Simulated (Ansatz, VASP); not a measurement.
SnBi2O5 in VASP and in Ansatz

Contents of INCAR:

```
SYSTEM = SnBi2O5
  PREC = Accurate
  ENCUT = 520
  EDIFF = 1E-6
  ISMEAR = 0
  SIGMA = 0.1
  LREAL = Auto
  LASPH = .TRUE.
  NELM = 80
  ALGO = Normal
  ISIF = 2
  LWAVE = .FALSE.
  LCHARG = .FALSE.
  GGA = PE
  NBANDS = 88
```

File KPOINTS:

```
Automatic mesh
0
G
  4 4 2
  0 0 0
```

POSCAR

```
SnBi2O5
1.0
   -4.1698466549      0.0000000000      0.0000000000
    2.0849233274     -6.2012986061      0.0000000000
    0.0000000000      0.0000000000     10.7378446703
Sn Bi O
2 4 10
Direct
    0.1702467957      0.3404935915      0.7500000000
    0.8297532043      0.6595064085      0.2500000000
    0.8611002171      0.7222004343      0.9294936789
    0.8611002171      0.7222004343      0.5705063211
    0.1388997829      0.2777995657      0.4294936789
    0.1388997829      0.2777995657      0.0705063211
    0.2782507654      0.5565015307      0.9136014042
    0.0583123346      0.1166246692      0.8882536496
    0.2782507654      0.5565015307      0.5863985958
    0.0583123346      0.1166246692      0.6117463504
    0.7145792503      0.4291585006      0.7500000000
    0.7217492346      0.4434984693      0.4136014042
    0.9416876654      0.8833753308      0.3882536496
    0.7217492346      0.4434984693      0.0863985958
    0.9416876654      0.8833753308      0.1117463504
    0.2854207497      0.5708414994      0.2500000000
```

Input for Ansatz:

```yaml
crystal:
  lattice:
    - [-4.1698466549, 0.0, 0.0]
    - [2.0849233274, -6.2012986061, 0.0]
    - [0.0, 0.0, 10.7378446703]
  atoms:
    - { symbol: Sn, position: [0.1702467957, 0.3404935915, 0.75] }
    - { symbol: Sn, position: [0.8297532043, 0.6595064085, 0.25] }
    - { symbol: Bi, position: [0.8611002171, 0.7222004343, 0.9294936789] }
    - { symbol: Bi, position: [0.8611002171, 0.7222004343, 0.5705063211] }
    - { symbol: Bi, position: [0.1388997829, 0.2777995657, 0.4294936789] }
    - { symbol: Bi, position: [0.1388997829, 0.2777995657, 0.0705063211] }
    - { symbol: O, position: [0.2782507654, 0.5565015307, 0.9136014042] }
    - { symbol: O, position: [0.0583123346, 0.1166246692, 0.8882536496] }
    - { symbol: O, position: [0.2782507654, 0.5565015307, 0.5863985958] }
    - { symbol: O, position: [0.0583123346, 0.1166246692, 0.6117463504] }
    - { symbol: O, position: [0.7145792503, 0.4291585006, 0.75] }
    - { symbol: O, position: [0.7217492346, 0.4434984693, 0.4136014042] }
    - { symbol: O, position: [0.9416876654, 0.8833753308, 0.3882536496] }
    - { symbol: O, position: [0.7217492346, 0.4434984693, 0.0863985958] }
    - { symbol: O, position: [0.9416876654, 0.8833753308, 0.1117463504] }
    - { symbol: O, position: [0.2854207497, 0.5708414994, 0.25] }
basis:
  ecutwfc: 420
kpoints:
  mp_grid: { grid: [4, 4, 2] }
hamiltonian:
  xc: pbe
scf:
  occupations: { method: gaussian, width: 0.1 }
  lower_state_search: "off"
output:
  forces: true
  stress: true
  eigenvalues: true
```

Alike in both runs: task single point; functional PBE; k mesh 4 × 4 × 2; occupations gaussian, width 0.1 eV; no spin polarisation.

|  | VASP | Ansatz |
| --- | --- | --- |
| version | VASP 6.6.1 | Ansatz 0.2.0 |
| potentials or method | VASP PAW PBE potentials, release 64 (Sn_d, Bi_d, O), cutoff 520 eV | scalar-relativistic, plane waves, PAW |
| valence electrons in the cell | 148 | 148 |

|  | VASP | Ansatz | Ansatz less VASP |
| --- | --- | --- | --- |
| gap on the k mesh at the Fermi level (eV) | 1.93 | 1.94 | +0.012 |
| least direct gap on the mesh (eV) | 1.98 | 1.99 | +0.010 |
| pressure (GPa) | 0.2 | 0.0 | -0.20 |
| traceless stress, the component that is largest in VASP (GPa) | 0.13 | 0.01 | -0.121 |
| rms of the force components (eV/Å) | 0.024 | 0.002 | -0.0217 |

Atom by atom the forces differ by 0.024 eV/Å (rms over components).

Neither program's run includes spin-orbit coupling.
